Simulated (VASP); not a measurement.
# InRu2 (Fm-3m) in VASP: notebook

Runs on InRu2. Level: PBE. Tasks: relaxation of cell and atoms, single point.

Program: VASP 6.6.1. These are calculated values, not measurements. Logs are shortened: lines on timing, memory, paths and dates and some standing lists are left out, and cuts for length are marked.

### 1 The cell of the first run

The structure is cubic, space group Fm-3m (No. 225). Conventional cell: a = 5.744 Å, b = 5.744 Å, c = 5.744 Å, α = 90.00°, β = 90.00°, γ = 90.00°. In (site symmetry m-3m) has 8 Ru at 2.49 Å within 3.3 Å. Ru (site symmetry -43m) has 4 In at 2.49 Å and 6 Ru at 2.87 Å within 3.3 Å.

### 2 Relaxation of cell and atoms, PBE

Input file INCAR:

```
PREC = Accurate
ENCUT = 600
EDIFF = 1E-6
ISMEAR = 0
SIGMA = 0.1
LREAL = F
LASPH = T
NELM = 80
ALGO = Normal
ISIF = 3
LWAVE = F
LCHARG = F
GGA = PE
IBRION = 2
NSW = 90
EDIFFG = -0.04
```

Input file KPOINTS:

```
regular mesh
0
Gamma
  6 6 6
```

Input file POSCAR:

```
InRu2
1.0
    0.0000000000      2.8718020800      2.8718020800
    2.8718020800      0.0000000000      2.8718020800
    2.8718020800      2.8718020800      0.0000000000
In Ru
1 2
Direct
    0.0000000000      0.0000000000      0.0000000000
    0.2500000000      0.2500000000      0.2500000000
    0.7500000000      0.7500000000      0.7500000000
```

Potentials or basis: VASP PAW PBE potentials, release 64 (In_d, Ru_pv).

Run with:

```console
$ cat potpaw_PBE.64/In_d/POTCAR potpaw_PBE.64/Ru_pv/POTCAR > POTCAR
$ mpirun -np 1 vasp_std > vasp.out
```

OUTCAR:

```text
PREC = Accurate
   ENCUT = 600
   EDIFF = 1E-6
   ISMEAR = 0
   LREAL = F
   LASPH = T
   NELM = 80
   ISIF = 3
   GGA = PE
   IBRION = 2
   NSW = 90
   EDIFFG = -0.04

 ion  position               nearest neighbor table
   1  0.000  0.000  0.000-   3 2.49   3 2.49   3 2.49   2 2.49   3 2.49   2 2.49   2 2.49   2 2.49

   2  0.250  0.250  0.250-   1 2.49   1 2.49   1 2.49   1 2.49   3 2.87   3 2.87   3 2.87   3 2.87
                             3 2.87   3 2.87
   3  0.750  0.750  0.750-   1 2.49   1 2.49   1 2.49   1 2.49   2 2.87   2 2.87   2 2.87   2 2.87
                             2 2.87   2 2.87

  LATTYP: Found a face centered cubic cell.
 ALAT       =     5.7436041600

  Lattice vectors:

 A1 = (   0.0000000000,   2.8718020800,   2.8718020800)
 A2 = (   2.8718020800,   0.0000000000,   2.8718020800)
 A3 = (   2.8718020800,   2.8718020800,   0.0000000000)

Analysis of symmetry for initial positions (statically):
=====================================================================
 Subroutine PRICEL returns:
 Original cell was already a primitive cell.

 Routine SETGRP: Setting up the symmetry group for a
 face centered cubic supercell.

 Subroutine GETGRP returns: Found 48 space group operations
 (whereof 48 operations were pure point group operations)
 out of a pool of 48 trial point group operations.

The static configuration has the point symmetry O_h .

Analysis of symmetry for dynamics (positions and initial velocities):
=====================================================================
 Subroutine PRICEL returns:
 Original cell was already a primitive cell.

 Routine SETGRP: Setting up the symmetry group for a
 face centered cubic supercell.

 Subroutine GETGRP returns: Found 48 space group operations
 (whereof 48 operations were pure point group operations)
 out of a pool of 48 trial point group operations.

The dynamic configuration has the point symmetry O_h .

 Subroutine INISYM returns: Found 48 space group operations
 (whereof 48 operations are pure point group operations),
 and found     1 'primitive' translations

----------------------------------------------------------------------------------------

                                     Primitive cell

  volume of cell :      47.3689

  direct lattice vectors                    reciprocal lattice vectors
     0.000000000  2.871802080  2.871802080    -0.174106706  0.174106706  0.174106706
     2.871802080  0.000000000  2.871802080     0.174106706 -0.174106706  0.174106706
     2.871802080  2.871802080  0.000000000     0.174106706  0.174106706 -0.174106706

  length of vectors
     4.061341450  4.061341450  4.061341450     0.301561660  0.301561660  0.301561660

  position of ions in fractional coordinates (direct lattice)
[... 60 lines left out ...]
   NGX,Y,Z   is equivalent  to a cutoff of  13.10, 13.10, 13.10 a.u.
   NGXF,Y,Z  is equivalent  to a cutoff of  26.20, 26.20, 26.20 a.u.
 SYSTEM =  unknown system
   PREC   = accura    normal or accurate (medium, high low for compatibility)
   ISTART =      0    job   : 0-new  1-cont  2-samecut
   ICHARG =      2    charge: 1-file 2-atom 10-const
   ISPIN  =      1    spin polarized calculation?
   LNONCOLLINEAR =      F non collinear calculations
   LSORBIT =      F    spin-orbit coupling
   LASPH  =      T    aspherical Exc in radial PAW
   ENCUT  =  600.0 eV  44.10 Ry    6.64 a.u.   8.11  8.11  8.11*2*pi/ulx,y,z
   NELM   =     80;   NELMIN=  2; NELMDL= -5     # of ELM steps
   EDIFF  = 0.1E-05   stopping-criterion for ELM
   LREAL  =      F    real-space projection
   EDIFFG = -.4E-01   stopping-criterion for IOM
   NSW    =     90    number of steps for IOM
   IBRION =      2    ionic relax: 0-MD 1-quasi-New 2-CG
   NFREE  =      1    steps in history (QN), initial steepest desc. (CG)
   ISIF   =      3    stress and relaxation
   ISYM   =      2    0-nonsym 1-usesym 2-fastsym
   POTIM  = 0.5000    time-step for ionic-motion
   TEBEG  =    0.0;   TEEND  =   0.0 temperature during run
   PSTRESS=    0.0 pullay stress
   NELECT =      41.0000    total number of electrons
   NUPDOWN=      -1.0000    fix difference up-down
   EMIN   =  10.00;   EMAX   =-10.00  energy-range for DOS
   EFERMI =   0.00;   METHOD = LEGACY
   ISMEAR =     0;   SIGMA  =   0.10  broadening in eV -4-tet -1-fermi 0-gaus
   EFERMI_NEDOS =   21; number of points for ismear=-14 and -15
   IALGO  =     38    algorithm
   IMIX   =      4    mixing-type and parameters
     AMIX     =   0.40;   BMIX     =  1.00
     AMIX_MAG =   1.60;   BMIX_MAG =  1.00
  volume/ion in A,a.u.               =      15.79       106.55
  Fermi-wavevector in a.u.,A,eV,Ry     =   1.560169  2.948292 33.118308  2.434127
  Thomas-Fermi vector in A             =   2.663420
   LORBIT       =      0    0 simple, 1 ext, 2 COOP (PROOUT), +10 PAW based schemes
   GGA     = PE    functional components
   LHFCALC =     F    Hartree Fock is set to
   AEXX    =    0.0000 exact exchange contribution
   IVDW    =     0    specifies the selected vdW correction
   LEPSILON=     F    determine dielectric tensor
   LRPA    =     F    only Hartree local field effects (RPA)
 conjugate gradient relaxation of ions
 non-spin polarized calculation
 Gauss-broadening in eV      SIGMA  =   0.10
  energy-cutoff  :      600.00
  volume of cell :       47.37
 maximum number of plane-waves:      1596
   NGX = 17   NGY = 17   NGZ = 17

--------------------------------------- Ionic step        1  -------------------------------------------

 number of electron      41.0000000 magnetization

 Free energy of the ion-electron system (eV)
  ---------------------------------------------------
  ext. energy  EPLUGINS =         0.00000000
  ---------------------------------------------------
  free energy    TOTEN  =       -16.65734970 eV

  energy without entropy =      -16.63453410  energy(sigma->0) =      -16.64594190

 E-fermi :  10.9660     XC(G=0): -12.8626

 val. band max:       10.9507055258   @ k =  -0.3333   0.3333   0.0000
 cond. band min:      11.0271365683   @ k =   0.1667   0.1667   0.0000
 fundamental gap:      0.0764310425
 Fermi energy:        10.9659672359

 k-point     1 :       0.0000    0.0000    0.0000
  band No.  band energies     occupation
      1     -31.2571      2.00000
      2     -31.2571      2.00000
      3     -31.2571      2.00000
      4     -31.0084      2.00000
      5     -31.0084      2.00000
      6     -31.0084      2.00000
[... 568 lines left out ...]
--------------------------------------- Ionic step        5  -------------------------------------------

 number of electron      40.9999997 magnetization

 Free energy of the ion-electron system (eV)
  ---------------------------------------------------
  ext. energy  EPLUGINS =         0.00000000
  ---------------------------------------------------
  free energy    TOTEN  =       -17.68340280 eV

  energy without entropy =      -17.65059973  energy(sigma->0) =      -17.66700127

 E-fermi :   8.2177     XC(G=0): -11.7996

 val. band max:        8.2048901776   @ k =  -0.1667   0.1667   0.0000
 cond. band min:       8.2326614634   @ k =  -0.3333   0.3333   0.1667
 fundamental gap:      0.0277712859
 Fermi energy:         8.2177413524

 k-point     1 :       0.0000    0.0000    0.0000
  band No.  band energies     occupation
      1     -33.7491      2.00000
      2     -33.7491      2.00000
      3     -33.7491      2.00000
      4     -33.6245      2.00000
      5     -33.6245      2.00000
      6     -33.6245      2.00000
[... 451 lines left out ...]
  FREE ENERGIE OF THE ION-ELECTRON SYSTEM (eV)
  ---------------------------------------------------
  free  energy   TOTEN  =       -17.6834027970 eV

  energy  without entropy=      -17.6505997331  energy(sigma->0) =      -17.66700127

 reached required accuracy - stopping structural energy minimisation
```

OSZICAR:

```text
N       E                     dE             d eps       ncg     rms          rms(c)
DAV:   1     0.499128477979E+03    0.49913E+03   -0.25127E+04   792   0.248E+03
DAV:   2     0.731930868520E+01   -0.49181E+03   -0.48643E+03   848   0.618E+02
DAV:   3    -0.166083699595E+02   -0.23928E+02   -0.23356E+02   888   0.141E+02
[... 54 lines left out ...]
DAV:   4    -0.176833800518E+02    0.49704E-04   -0.85909E-04   920   0.377E-01    0.803E-02
DAV:   5    -0.176833879247E+02   -0.78729E-05   -0.44432E-05   920   0.643E-02    0.643E-02
DAV:   6    -0.176834045255E+02   -0.16601E-04   -0.38340E-05   856   0.469E-02    0.932E-03
DAV:   7    -0.176834029302E+02    0.15954E-05   -0.66861E-06   792   0.275E-02    0.371E-03
DAV:   8    -0.176834027970E+02    0.13315E-06   -0.20806E-07   384   0.497E-03
   5 F= -.17683403E+02 E0= -.17667001E+02  d E =-.102605E+01
```

CONTCAR:

```text
InRu2
   1.00000000000000
     0.0000000000000000    3.0566525419145774    3.0566525419145774
     3.0566525419145774   -0.0000000000000000    3.0566525419145774
     3.0566525419145774    3.0566525419145774    0.0000000000000000
  In              Ru
     1     2
Direct
     0.0000000000000000    0.0000000000000000    0.0000000000000000
     0.2500000000000000    0.2500000000000000    0.2500000000000000
     0.7500000000000000    0.7500000000000000    0.7500000000000000

  0.00000000E+00  0.00000000E+00  0.00000000E+00
  0.00000000E+00  0.00000000E+00  0.00000000E+00
  0.00000000E+00  0.00000000E+00  0.00000000E+00
```

It took 38 s on 1 thread of Intel Xeon 6975P-C (Granite Rapids), shared host; peak memory 0.19 GiB.

Results:

| Item | Value |
| --- | --- |
| Free energy | -17.6834 eV |
| Relaxed volume | 19.04 Å³/atom |
| Relaxed cell | a = 4.323 Å, b = 4.323 Å, c = 4.323 Å, α = 60.00°, β = 60.00°, γ = 60.00° |
| Space group after relaxing (to 0.05 Å) | Fm-3m (No. 225) |
| Energy gained by relaxing | 342.0 meV/atom |
| Ionic steps | 5 |
| Pressure after relaxing | 0.0 GPa |

The path:
| step | energy change (eV) | largest force (eV/Å) | pressure (GPa) | volume (Å³) |
| --- | --- | --- | --- | --- |
| 1 | 0.0000 | 0.0000 | 40.51 | 47.37 |
| 2 | 1.0151 | 0.0000 | -19.98 | 80.35 |
| 3 | -1.0168 | 0.0000 | -2.60 | 58.25 |
| 4 | -1.0254 | 0.0000 | -0.68 | 57.40 |
| 5 | -1.0261 | 0.0000 | 0.00 | 57.12 |

Final structure:
```xyz
3
Lattice="0.0000 3.0567 3.0567 3.0567 0.0000 3.0567 3.0567 3.0567 0.0000" Properties=species:S:1:pos:R:3 pbc="T T T"
In    0.0000    0.0000    0.0000
Ru    1.5283    1.5283    1.5283
Ru    4.5850    4.5850    4.5850
```

Caveat: the volume moved by over 15 % at a fixed basis, so the end points are rough; spin-orbit coupling is left out, which moves the levels of the heavy elements.

### 3 Single point, PBE, collinear spin, ferromagnetic start

This run uses another cell than the first one, of 19.00 Å³/atom, 1.203 times its volume.

Input file INCAR:

```
  PREC = Accurate
  ENCUT = 520
  EDIFF = 1E-7
  ISMEAR = 0
  SIGMA = 0.1
  LREAL = F
  LASPH = T
  NELM = 150
  ALGO = Normal
  ISIF = 2
  LWAVE = F
  LCHARG = T
  ISPIN = 2
  MAGMOM = 0 1 1
  LORBIT = 11
  LMAXMIX = 4
  GGA = PE
  LELF = T
  LVHAR = T
  NBANDS = 32
```

KPOINTS is that of step 2.

Input file POSCAR:

```
InRu2
1.0
    0.0000000000      3.0546704069      3.0546704069
    3.0546704069      0.0000000000      3.0546704069
    3.0546704069      3.0546704069      0.0000000000
In Ru
1 2
Direct
    0.0000000000      0.0000000000      0.0000000000
    0.2500000000      0.2500000000      0.2500000000
    0.7500000000      0.7500000000      0.7500000000
```

Potentials or basis: VASP PAW PBE potentials, release 64 (In_d, Ru_pv).

Run with:

```console
$ cat potpaw_PBE.64/In_d/POTCAR potpaw_PBE.64/Ru_pv/POTCAR > POTCAR
$ mpirun -np 1 vasp_std > vasp.out
```

OUTCAR:

```text
PREC = Accurate
   ENCUT = 520
   EDIFF = 1E-7
   ISMEAR = 0
   LREAL = F
   LASPH = T
   NELM = 150
   ISIF = 2
   ISPIN = 2
   LORBIT = 11
   GGA = PE

 ion  position               nearest neighbor table
   1  0.000  0.000  0.000-   2 2.65   3 2.65   3 2.65   3 2.65   3 2.65   2 2.65   2 2.65   2 2.65

   2  0.250  0.250  0.250-   1 2.65   1 2.65   1 2.65   1 2.65   3 3.05   3 3.05   3 3.05   3 3.05
                             3 3.05   3 3.05
   3  0.750  0.750  0.750-   1 2.65   1 2.65   1 2.65   1 2.65   2 3.05   2 3.05   2 3.05   2 3.05
                             2 3.05   2 3.05

  LATTYP: Found a face centered cubic cell.
 ALAT       =     6.1093408138

  Lattice vectors:

 A1 = (   0.0000000000,   3.0546704069,   3.0546704069)
 A2 = (   3.0546704069,   0.0000000000,   3.0546704069)
 A3 = (   3.0546704069,   3.0546704069,   0.0000000000)

Analysis of symmetry for initial positions (statically):
=====================================================================
[... 1310 lines left out ...]

------------------------ aborting loop because EDIFF is reached ----------------------------------------

  FORCE on cell =-STRESS in cart. coord.  units (eV):
  Direction    XX          YY          ZZ          XY          YZ          ZX
  --------------------------------------------------------------------------------------
  -------------------------------------------------------------------------------------
  Total        0.8229355      0.8229355      0.8229355      0.0000000     -0.0000000      0.0000000
  in kB       23.1288120     23.1288120     23.1288120      0.0000000     -0.0000000      0.0000000
  external PRESSURE =      23.1288120 kB  Pullay stress =       0.0000000 kB

 VOLUME and BASIS-vectors are now :
 -----------------------------------------------------------------------------
  energy-cutoff  :      520.00
  volume of cell :       57.01
      direct lattice vectors                 reciprocal lattice vectors
     0.000000000  3.054670407  3.054670407    -0.163683780  0.163683780  0.163683780
     3.054670407  0.000000000  3.054670407     0.163683780 -0.163683780  0.163683780
     3.054670407  3.054670407  0.000000000     0.163683780  0.163683780 -0.163683780

 POSITION                                       TOTAL-FORCE (eV/Angst)
 -----------------------------------------------------------------------------------
      0.00000      0.00000      0.00000         0.000000      0.000000      0.000000
      1.52734      1.52734      1.52734        -0.000000     -0.000000     -0.000000
      4.58201      4.58201      4.58201         0.000000      0.000000      0.000000
 -----------------------------------------------------------------------------------
    total drift:                                0.000000     -0.000000      0.000000

  FREE ENERGIE OF THE ION-ELECTRON SYSTEM (eV)
  ---------------------------------------------------
  free  energy   TOTEN  =       -17.7546193226 eV

  energy  without entropy=      -17.7294636202  energy(sigma->0) =      -17.74204147

 total charge

# of ion       s       p       d       tot
------------------------------------------
    1        0.909   0.994   9.921  11.824
    2        0.296   6.144   6.039  12.480
    3        0.296   6.144   6.039  12.480
--------------------------------------------------
tot          1.501  13.282  22.000  36.783

 magnetization (x)

# of ion       s       p       d       tot
------------------------------------------
    1       -0.019  -0.053   0.033  -0.040
    2        0.005   0.002   1.121   1.128
    3        0.005   0.002   1.121   1.128
--------------------------------------------------
tot         -0.009  -0.049   2.274   2.216
```

OSZICAR:

```text
N       E                     dE             d eps       ncg     rms          rms(c)
DAV:   1     0.452520463139E+03    0.45252E+03   -0.22061E+04  2176   0.162E+03
DAV:   2     0.794810546612E+01   -0.44457E+03   -0.42738E+03  2168   0.468E+02
DAV:   3    -0.177113331476E+02   -0.25659E+02   -0.25029E+02  2296   0.115E+02
DAV:   4    -0.183918328550E+02   -0.68050E+00   -0.67906E+00  2488   0.182E+01
DAV:   5    -0.184249996850E+02   -0.33167E-01   -0.33147E-01  3016   0.388E+00    0.112E+01
DAV:   6    -0.177788056721E+02    0.64619E+00   -0.26001E+00  2368   0.121E+01    0.431E+00
DAV:   7    -0.177569402379E+02    0.21865E-01   -0.20599E-01  2648   0.477E+00    0.257E+00
DAV:   8    -0.177554271132E+02    0.15131E-02   -0.25835E-02  2768   0.146E+00    0.127E+00
DAV:   9    -0.177548239894E+02    0.60312E-03   -0.21612E-03  2456   0.342E-01    0.478E-01
DAV:  10    -0.177545898084E+02    0.23418E-03   -0.11651E-03  2536   0.383E-01    0.124E-01
DAV:  11    -0.177546191297E+02   -0.29321E-04   -0.18067E-04  2760   0.124E-01    0.375E-02
DAV:  12    -0.177546213850E+02   -0.22553E-05   -0.19148E-05  2744   0.513E-02    0.166E-02
DAV:  13    -0.177546201840E+02    0.12010E-05   -0.32956E-06  2448   0.123E-02    0.942E-03
DAV:  14    -0.177546193285E+02    0.85552E-06   -0.61765E-07  2376   0.586E-03    0.335E-03
DAV:  15    -0.177546193226E+02    0.59226E-08   -0.19420E-07  1992   0.332E-03
   1 F= -.17754619E+02 E0= -.17742041E+02  d E =-.251557E-01  mag=     2.2911
```

Run time: 25 s. Hardware: 1 thread of Intel Xeon 6975P-C (Granite Rapids), shared host; peak memory 0.22 GiB.

What came out:

```yaml
Free_energy: -17.7546 eV
Pressure: 2.3 GPa
Net_moment: 2.29 μB per cell
Site_moments: In -0.04; Ru +1.13 μB
Valence_electrons_inside_the_program's_atomic_spheres: In 11.82; Ru 12.48
```

Caveat: spin-orbit coupling is left out, which moves the levels of the heavy elements.
